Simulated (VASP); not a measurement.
A run of VASP 6.6.1:

The input POSCAR:

```
Se
1.0
    0.0000000000      2.2266387479      2.2266387479
    2.2266387479      0.0000000000      2.2266387479
    2.2266387479      2.2266387479      0.0000000000
Se
1
Direct
    0.0000000000      0.0000000000      0.0000000000
```

The input INCAR.step1:

```
SYSTEM = Se
  PREC = Accurate
  ENCUT = 520
  ISMEAR = -1
  SIGMA = 0.1
  LREAL = .FALSE.
  LASPH = .TRUE.
  NELM = 100
  NBANDS = 9
  GGA = PE
  ALGO = Normal
  EDIFF = 1E-4
  LWAVE = .TRUE.
  LCHARG = .FALSE.
```

Contents of INCAR.step2:

```
SYSTEM = Se
  PREC = Accurate
  ENCUT = 520
  EDIFF = 1E-6
  ISMEAR = -1
  SIGMA = 0.1
  LREAL = .FALSE.
  LASPH = .TRUE.
  NELM = 100
  ALGO = Normal
  ISIF = 2
  LWAVE = .FALSE.
  LCHARG = .FALSE.
  METAGGA = R2SCAN
  LMIXTAU = .TRUE.
  NBANDS = 9
  ISTART = 1
```

Contents of KPOINTS:

```
regular mesh
0
G
  14 14 14
  0 0 0
```

Potentials or basis: VASP PAW PBE potentials, release 64 (Se).

Run with:

```bash
$ cat potpaw_PBE.64/Se/POTCAR > POTCAR
$ cp INCAR.step1 INCAR
$ mpirun -np 1 vasp_std > vasp.out
$ cp INCAR.step2 INCAR
$ mpirun -np 1 vasp_std > vasp.out
```

Hardware: 1 thread of Intel(R) Xeon(R) Platinum 8375C CPU @ 2.90GHz (Ice Lake), with other jobs on the host.

**Question.** Estimate the wall time of this run.

**Answer.** Wall time 36 s on 1 thread of Intel(R) Xeon(R) Platinum 8375C CPU @ 2.90GHz (Ice Lake), with other jobs on the host, peak memory 0.15 GiB. Counts: k points 104.
